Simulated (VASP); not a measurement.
AlNi3, 4 atoms in the cell. The structure is cubic, space group Fm-3m (No. 225). The conventional cell has a = 5.604 Å, b = 5.604 Å, c = 5.604 Å, α = 90.00°, β = 90.00°, γ = 90.00°. Within 3.2 Å of Al (site symmetry m-3m) lie 14 Ni at 2.43 to 2.80 Å. Within 3.2 Å of Ni (site symmetry -43m) lie 4 Al at 2.43 Å and 10 Ni at 2.43 to 2.80 Å. Ni (site symmetry m-3m) has 8 Ni at 2.43 Å and 6 Al at 2.80 Å within 3.2 Å. 

| Property | Result |
| --- | --- |
| Program | VASP 6.6.1 |
| Task | single point |
| Functional | PBEsol |
| Potentials or basis | VASP PAW PBE potentials, release 64 (Al, Ni) |
| Cutoff | 520 eV |
| k mesh | 14 × 14 × 14 |
| Occupations | fermi-dirac, width 0.05 eV |
| Spin | no spin polarisation |
| Dipole correction | no |
| Further INCAR settings | ALGO = Normal; EDIFF = 1e-06; NBANDS = 24 |

Potentials or basis: VASP PAW PBE potentials, release 64 (Al, Ni).

The run is started by

```sh
$ cat potpaw_PBE.64/Al/POTCAR potpaw_PBE.64/Ni/POTCAR > POTCAR
$ mpirun -np 1 vasp_std > vasp.out
```

Hardware: 1 thread of AMD EPYC 9R45 96-Core Processor (Zen 5) (shared host).

**Question.** Estimate the wall time of this run.

**Answer.** Wall time 66 s on 1 thread of AMD EPYC 9R45 96-Core Processor (Zen 5), with other jobs on the host, peak memory 0.21 GiB. Counts: scf iterations 15, k points 104.
